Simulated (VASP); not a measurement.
# SiC (F-43m) in VASP: further runs

The runs below take SiC through single point, with HSE06.

Program: VASP 6.6.1. These are calculated values, not measurements. Logs are shortened: lines on timing, memory, paths and dates and some standing lists are left out, and cuts for length are marked.

## Step 1: The cell of the first run

Symmetry: F-43m, No. 216, cubic system. Conventional cell: a = 4.348 Å, b = 4.348 Å, c = 4.348 Å, α = 90.00°, β = 90.00°, γ = 90.00°. Si (site symmetry -43m) has 4 C at 1.88 Å within 2.5 Å. Within 2.5 Å of C (site symmetry -43m) lie 4 Si at 1.88 Å.

## Step 2: Single point, HSE06 (volume scaled by 1.000 of the coarse rest volume)

The input, POSCAR:

```
SiC
1.0
    0.0000000000      2.1742000000      2.1742000000
    2.1742000000      0.0000000000      2.1742000000
    2.1742000000      2.1742000000      0.0000000000
Si C
1 1
Direct
    0.0000000000      0.0000000000      0.0000000000
    0.2500000000      0.2500000000      0.2500000000
```

The input, INCAR.step1:

```
SYSTEM = SiC
  ALGO = Normal
  EDIFF = 1E-5
  ENCUT = 520
  GGA = PE
  ISIF = 2
  ISMEAR = 0
  LASPH = .TRUE.
  LCHARG = .FALSE.
  LREAL = .FALSE.
  LWAVE = .TRUE.
  NBANDS = 11
  NELM = 100
  PREC = Accurate
  SIGMA = 0.02
```

The input, INCAR.step2:

```
SYSTEM = SiC
  ALGO = Normal
  EDIFF = 1E-6
  ENCUT = 520
  GGA = PE
  HFSCREEN = 0.2079
  ISIF = 2
  ISMEAR = 0
  ISTART = 1
  LASPH = .TRUE.
  LCHARG = .FALSE.
  LHFCALC = .TRUE.
  LREAL = .FALSE.
  LWAVE = .FALSE.
  NBANDS = 11
  NELM = 100
  PREC = Accurate
  PRECFOCK = Normal
  SIGMA = 0.02
```

The input, KPOINTS:

```
k-points
0
G
  8 8 8
  0 0 0
```

Potentials or basis: VASP PAW PBE potentials, release 64 (Si, C).

The run is started by

```sh
cat potpaw_PBE.64/Si/POTCAR potpaw_PBE.64/C/POTCAR > POTCAR
cp INCAR.step1 INCAR
mpirun -np 1 vasp_std > vasp.out
cp INCAR.step2 INCAR
mpirun -np 1 vasp_std > vasp.out
```

OUTCAR:

```text
SYSTEM = SiC
   EDIFF = 1E-6
   ENCUT = 520
   GGA = PE
   HFSCREEN = 0.2079
   ISIF = 2
   ISMEAR = 0
   ISTART = 1
   LASPH = .TRUE.
   LHFCALC = .TRUE.
   LREAL = .FALSE.
   NELM = 100
   PREC = Accurate
   PRECFOCK = Normal

 ion  position               nearest neighbor table
   1  0.000  0.000  0.000-   2 1.88   2 1.88   2 1.88   2 1.88
   2  0.250  0.250  0.250-   1 1.88   1 1.88   1 1.88   1 1.88

  LATTYP: Found a face centered cubic cell.
 ALAT       =     4.3484000000

  Lattice vectors:

 A1 = (   0.0000000000,   2.1742000000,   2.1742000000)
 A2 = (   2.1742000000,   0.0000000000,   2.1742000000)
 A3 = (   2.1742000000,   2.1742000000,   0.0000000000)

Analysis of symmetry for initial positions (statically):
=====================================================================
 Subroutine PRICEL returns:
 Original cell was already a primitive cell.

 Routine SETGRP: Setting up the symmetry group for a
 face centered cubic supercell.

 Subroutine GETGRP returns: Found 24 space group operations
 (whereof 24 operations were pure point group operations)
 out of a pool of 48 trial point group operations.

The static configuration has the point symmetry T_d .

Analysis of symmetry for dynamics (positions and initial velocities):
=====================================================================
 Subroutine PRICEL returns:
 Original cell was already a primitive cell.

 Routine SETGRP: Setting up the symmetry group for a
 face centered cubic supercell.

 Subroutine GETGRP returns: Found 24 space group operations
 (whereof 24 operations were pure point group operations)
 out of a pool of 48 trial point group operations.

The dynamic configuration has the point symmetry T_d .

 Subroutine INISYM returns: Found 24 space group operations
 (whereof 24 operations are pure point group operations),
 and found     1 'primitive' translations

----------------------------------------------------------------------------------------

                                     Primitive cell

  volume of cell :      20.5555

  direct lattice vectors                    reciprocal lattice vectors
     0.000000000  2.174200000  2.174200000    -0.229969644  0.229969644  0.229969644
     2.174200000  0.000000000  2.174200000     0.229969644 -0.229969644  0.229969644
     2.174200000  2.174200000  0.000000000     0.229969644  0.229969644 -0.229969644

  length of vectors
     3.074783127  3.074783127  3.074783127     0.398319108  0.398319108  0.398319108

  position of ions in fractional coordinates (direct lattice)
     0.000000000  0.000000000  0.000000000
     0.250000000  0.250000000  0.250000000
[... 91 lines left out ...]
   EFERMI =   0.00;   METHOD = LEGACY
   ISMEAR =     0;   SIGMA  =   0.02  broadening in eV -4-tet -1-fermi 0-gaus
   EFERMI_NEDOS =   21; number of points for ismear=-14 and -15
   IALGO  =     38    algorithm
   IMIX   =      1    mixing-type and parameters
     AMIX     =   0.40;   BMIX     =  1.00
     AMIX_MAG =   1.60;   BMIX_MAG =  1.00
  volume/ion in A,a.u.               =      10.28        69.36
  Fermi-wavevector in a.u.,A,eV,Ry     =   1.195259  2.258712 19.437881  1.428644
  Thomas-Fermi vector in A             =   2.331229
   LORBIT       =      0    0 simple, 1 ext, 2 COOP (PROOUT), +10 PAW based schemes
   GGA     = PE    functional components
   LHFCALC =     T    Hartree Fock is set to
   PRECFOCK=normal    Normal, Fast or Accurate (Low or Medium for compatibility)
   ENCUT4O =  -1.0   cutoff for four orbital integrals eV
   NKREDX  =     1    reduce k-point grid by
   NKREDY  =     1    reduce k-point grid by
   NKREDZ  =     1    reduce k-point grid by
   AEXX    =    0.2500 exact exchange contribution
   HFSCREEN=    0.2079 screening length (either q_TF or 0.3 A-1)
   HFSCREENC=   0.2079 screening length for correlation (either q_TF or 0.3 A-1)
   ENCUTFOCK=  -1.0 apply spherical cutoff to Coloumb kernel
   IVDW    =     0    specifies the selected vdW correction
   LEPSILON=     F    determine dielectric tensor
   LRPA    =     F    only Hartree local field effects (RPA)
 non-spin polarized calculation
 Gauss-broadening in eV      SIGMA  =   0.02
  energy-cutoff  :      520.00
  volume of cell :       20.56
 maximum number of plane-waves:       568
  NGX = 18; NGY = 18; NGZ = 18

 number of electron       8.0000001 magnetization

 Free energy of the ion-electron system (eV)
  ---------------------------------------------------
  ext. energy  EPLUGINS =         0.00000000
  ---------------------------------------------------
  free energy    TOTEN  =       -17.42405321 eV

  energy without entropy =      -17.42405321  energy(sigma->0) =      -17.42405321

 E-fermi :   7.7461     XC(G=0):  -9.3793

 val. band max:        7.5637160725   @ k =   0.0000   0.0000   0.0000
 cond. band min:       9.7910654829   @ k =   0.5000   0.5000   0.0000
 fundamental gap:      2.2273494104
 Fermi energy:         7.7460698522

 k-point     1 :       0.0000    0.0000    0.0000
  band No.  band energies     occupation
      1      -9.4768      2.00000
      2       7.5637      2.00000
      3       7.5637      2.00000
      4       7.5637      2.00000
      5      15.1797      0.00000
      6      16.1999      0.00000
      7      16.1999      0.00000
      8      16.1999      0.00000
      9      23.6875      0.00000
     10      23.6875      0.00000
     11      25.6473      0.00000
[... 309 lines left out ...]
 k-point    24 :      -0.3750    0.2500    0.1250
  band No.  band energies     occupation
      1      -4.8961      2.00000
      2      -1.0333      2.00000
      3       3.5081      2.00000
      4       5.1043      2.00000
      5      13.9627      0.00000
      6      16.1626      0.00000
      7      19.3025      0.00000
      8      20.2428      0.00000
      9      22.7056      0.00000
     10      25.5882      0.00000
     11      28.6621      0.00000

 [... further k-points ...]
[... 5 lines left out ...]
  --------------------------------------------------------------------------------------
  -------------------------------------------------------------------------------------
  Total       -0.0377741     -0.0377741     -0.0377741      0.0000000      0.0000000      0.0000000
  in kB       -2.9442639     -2.9442639     -2.9442639      0.0000000      0.0000000      0.0000000
  external PRESSURE =      -2.9442639 kB  Pullay stress =       0.0000000 kB

 VOLUME and BASIS-vectors are now :
 -----------------------------------------------------------------------------
  energy-cutoff  :      520.00
  volume of cell :       20.56
      direct lattice vectors                 reciprocal lattice vectors
     0.000000000  2.174200000  2.174200000    -0.229969644  0.229969644  0.229969644
     2.174200000  0.000000000  2.174200000     0.229969644 -0.229969644  0.229969644
     2.174200000  2.174200000  0.000000000     0.229969644  0.229969644 -0.229969644

 POSITION                                       TOTAL-FORCE (eV/Angst)
 -----------------------------------------------------------------------------------
      0.00000      0.00000      0.00000         0.000000      0.000000      0.000000
      1.08710      1.08710      1.08710        -0.000000     -0.000000     -0.000000
 -----------------------------------------------------------------------------------
    total drift:                               -0.000000     -0.000000     -0.000000

  FREE ENERGIE OF THE ION-ELECTRON SYSTEM (eV)
  ---------------------------------------------------
  free  energy   TOTEN  =       -17.4240532114 eV

  energy  without entropy=      -17.4240532114  energy(sigma->0) =      -17.42405321
```

Wall time 13 min (1 thread of Intel Xeon 6975P-C (Granite Rapids), shared host); peak memory 0.25 GiB.

Results:

```yaml
Free_energy: -17.4241 eV
Pressure: -0.3 GPa
Band_gap_on_the_k_mesh: 2.23 eV, indirect (least direct gap 5.74 eV)
```

Levels at points of the mesh, in eV from the valence-band top:
```csv
k point,band 1,band 2,band 3,band 4,band 5,band 6,band 7,band 8
"(0.00, 0.00, 0.00)",-17.04,0.00,0.00,0.00,7.62,8.64,8.64,8.64
"(0.50, 0.00, 0.00)",-13.17,-9.39,-1.16,-1.16,6.70,8.51,8.51,11.59
"(0.50, 0.50, 0.00)",-11.60,-8.56,-3.51,-3.51,2.23,5.40,16.02,16.02
```

Caveat: the cell differs from its parent crystal (volume scaled by 1.000 of the coarse rest volume); the PAW data sets were made with another functional, which shifts forces and pressure a little. A k mesh can miss the band edges.

## Step 3: Single point, HSE06

The input, POSCAR:

```
SiC
1.0
    0.0000000000      2.1742206719      2.1742206719
    2.1742206719      0.0000000000      2.1742206719
    2.1742206719      2.1742206719      0.0000000000
Si C
1 1
Direct
    0.0000000000      0.0000000000      0.0000000000
    0.2500000000      0.2500000000      0.2500000000
```

The input, INCAR.step1:

```
PREC = Accurate
ENCUT = 520
EDIFF = 1E-5
ISMEAR = 0
SIGMA = 0.05
LREAL = F
LASPH = T
NELM = 60
ALGO = Normal
ISIF = 2
LWAVE = T
LCHARG = F
GGA = PE
NBANDS = 11
```

The input, INCAR.step2:

```
PREC = Accurate
ENCUT = 520
EDIFF = 1E-6
ISMEAR = 0
SIGMA = 0.05
LREAL = F
LASPH = T
NELM = 60
ALGO = Normal
ISIF = 2
LWAVE = F
LCHARG = F
GGA = PE
LHFCALC = T
HFSCREEN = 0.2079
PRECFOCK = Normal
ISTART = 1
NBANDS = 11
```

The input, KPOINTS:

```
Automatic mesh
0
Gamma
  6 6 6
```

Potentials or basis: VASP PAW PBE potentials, release 64 (Si, C).

The run is started by

```sh
cat potpaw_PBE.64/Si/POTCAR potpaw_PBE.64/C/POTCAR > POTCAR
cp INCAR.step1 INCAR
mpirun -np 1 vasp_std > vasp.out
cp INCAR.step2 INCAR
mpirun -np 1 vasp_std > vasp.out
```

It took 3.1 min on 1 thread of Intel Xeon Platinum 8488C (Sapphire Rapids), shared host; peak memory 0.24 GiB.

Results (log left out):

```
Free energy            : -17.4159 eV
Pressure               : -0.3 GPa
Band gap on the k mesh : 2.23 eV, indirect (least direct gap 5.74 eV)
```

Levels at points of the mesh, in eV from the valence-band top:
```tsv
k point	band 1	band 2	band 3	band 4	band 5	band 6	band 7	band 8	band 9
(0.00, 0.00, 0.00)	-17.04	0.00	0.00	0.00	7.62	8.63	8.63	8.63	16.12
(0.50, 0.00, 0.00)	-13.16	-9.39	-1.16	-1.16	6.70	8.51	8.51	11.59	17.98
(0.50, 0.50, 0.00)	-11.59	-8.56	-3.51	-3.51	2.23	5.40	16.02	16.02	16.84
```

Caveat: the PAW data sets were made with another functional, which shifts forces and pressure a little.

## Step 4: Single point, HSE06

This run uses another cell than the first one, of 10.67 Å³/atom, 1.039 times its volume.

The input, POSCAR:

```
SiC
1.0
    0.0000000000      2.2017810714      2.2017810714
    2.2017810714      0.0000000000      2.2017810714
    2.2017810714      2.2017810714      0.0000000000
Si C
1 1
Direct
    0.0000000000      0.0000000000      0.0000000000
    0.2500000000      0.2500000000      0.2500000000
```

The input, INCAR.step1:

```
SYSTEM = SiC
ALGO = Normal
EDIFF = 1E-5
ENCUT = 520
GGA = PE
ISIF = 2
ISMEAR = 0
LASPH = .TRUE.
LREAL = .FALSE.
LWAVE = .TRUE.
NBANDS = 11
NELM = 60
PREC = Accurate
SIGMA = 0.05
```

The input, INCAR.step2:

```
SYSTEM = SiC
ALGO = Normal
EDIFF = 1E-7
ENCUT = 520
GGA = PE
HFSCREEN = 0.2079
ISIF = 2
ISMEAR = 0
ISTART = 1
LASPH = .TRUE.
LCHARG = .TRUE.
LELF = .TRUE.
LHFCALC = .TRUE.
LREAL = .FALSE.
LVHAR = .TRUE.
LWAVE = .FALSE.
NBANDS = 11
NELM = 60
PREC = Accurate
PRECFOCK = Normal
SIGMA = 0.05
```

The input, KPOINTS:

```
k-points
0
G
  6 6 6
  0 0 0
```

The run is started by

```sh
cat potpaw_PBE.64/Si/POTCAR potpaw_PBE.64/C/POTCAR > POTCAR
cp INCAR.step1 INCAR
mpirun -np 1 vasp_std > vasp.out
cp INCAR.step2 INCAR
mpirun -np 1 vasp_std > vasp.out
```

Wall time 3.7 min (1 thread of Intel Xeon Platinum 8488C (Sapphire Rapids), shared host); peak memory 0.24 GiB.

It converged, with:

| Item | Value |
| --- | --- |
| Free energy | -17.3941 eV |
| Pressure | -8.4 GPa |
| Band gap on the k mesh | 2.25 eV, indirect (least direct gap 5.68 eV) |

Levels at points of the mesh, in eV from the valence-band top:
```tsv
k point	band 1	band 2	band 3	band 4	band 5	band 6	band 7	band 8	band 9
(0.00, 0.00, 0.00)	-16.73	0.00	0.00	0.00	7.14	8.35	8.35	8.35	15.88
(0.50, 0.00, 0.00)	-13.00	-9.17	-1.15	-1.15	6.33	8.34	8.34	11.37	17.48
(0.50, 0.50, 0.00)	-11.47	-8.44	-3.43	-3.43	2.25	5.25	15.55	15.55	16.30
```

Caveat: the PAW data sets were made with another functional, which shifts forces and pressure a little.

## Step 5: Single point, HSE06

This run uses another cell than the first one, of 9.91 Å³/atom, 0.964 times its volume.

The input, POSCAR:

```
SiC
1.0
    0.0000000000      2.1477430014      2.1477430014
    2.1477430014      0.0000000000      2.1477430014
    2.1477430014      2.1477430014      0.0000000000
Si C
1 1
Direct
    0.0000000000      0.0000000000      0.0000000000
    0.2500000000      0.2500000000      0.2500000000
```

The input, INCAR.step1:

```
ALGO = Normal ; EDIFF = 1E-5
ENCUT = 520 ; GGA = PE
ISIF = 2 ; ISMEAR = 0
LASPH = T ; LCHARG = F
LREAL = F ; LWAVE = T
NBANDS = 11 ; NELM = 80
PREC = Accurate ; SIGMA = 0.05
```

The input, INCAR.step2:

```
ALGO = Normal ; EDIFF = 1E-7
ENCUT = 520 ; GGA = PE
HFSCREEN = 0.2079 ; ISIF = 2
ISMEAR = 0 ; ISTART = 1
LASPH = T ; LCHARG = F
LHFCALC = T ; LREAL = F
LWAVE = F ; NBANDS = 11
NELM = 80 ; PREC = Accurate
PRECFOCK = Normal ; SIGMA = 0.05
```

The input, KPOINTS:

```
k-points
0
Gamma
  8 8 8
```

The run is started by

```sh
cat potpaw_PBE.64/Si/POTCAR potpaw_PBE.64/C/POTCAR > POTCAR
cp INCAR.step1 INCAR
mpirun -np 1 vasp_std > vasp.out
cp INCAR.step2 INCAR
mpirun -np 1 vasp_std > vasp.out
```

It took 21 min on 1 thread of Intel Xeon Platinum 8488C (Sapphire Rapids), shared host; peak memory 0.25 GiB.

The run converged. Its results:

| Property | Result |
| --- | --- |
| Free energy | -17.4046 eV |
| Pressure | 8.8 GPa |
| Band gap on the k mesh | 2.20 eV, indirect (least direct gap 5.79 eV) |

Levels at points of the mesh, in eV from the valence-band top:
| k point | band 1 | band 2 | band 3 | band 4 | band 5 | band 6 | band 7 | band 8 | band 9 |
| --- | --- | --- | --- | --- | --- | --- | --- | --- | --- |
| (0.00, 0.00, 0.00) | -17.35 | 0.00 | 0.00 | 0.00 | 8.08 | 8.92 | 8.92 | 8.92 | 16.37 |
| (0.50, 0.00, 0.00) | -13.33 | -9.61 | -1.17 | -1.17 | 7.07 | 8.67 | 8.67 | 11.81 | 18.48 |
| (0.50, 0.50, 0.00) | -11.72 | -8.68 | -3.59 | -3.59 | 2.20 | 5.55 | 16.48 | 16.48 | 17.38 |

Caveat: the PAW data sets were made with another functional, which shifts forces and pressure a little. A k mesh can miss the band edges.

## Step 6: Overview

| cell | k mesh | smearing | gap on the mesh (eV) | pressure (GPa) |
| --- | --- | --- | --- | --- |
| a = 3.075 Å, angles 60.0°, 2 atoms | 8 × 8 × 8 | gaussian 0.02 eV | 2.23 | -0.3 |
| a = 3.075 Å, angles 60.0°, 2 atoms | 6 × 6 × 6 | gaussian 0.05 eV | 2.23 | -0.3 |
| a = 3.114 Å, angles 60.0°, 2 atoms | 6 × 6 × 6 | gaussian 0.05 eV | 2.25 | -8.4 |
| a = 3.037 Å, angles 60.0°, 2 atoms | 8 × 8 × 8 | gaussian 0.05 eV | 2.20 | 8.8 |

Alike in all rows: task single point; level HSE06; potentials or basis VASP PAW PBE potentials, release 64 (Si, C); no spin polarisation; cutoff (eV) 520.

Caveats: the PAW data sets were made with another functional, which shifts forces and pressure a little.

Total energies depend on the potentials used, so only differences within one code and one set of settings carry meaning.
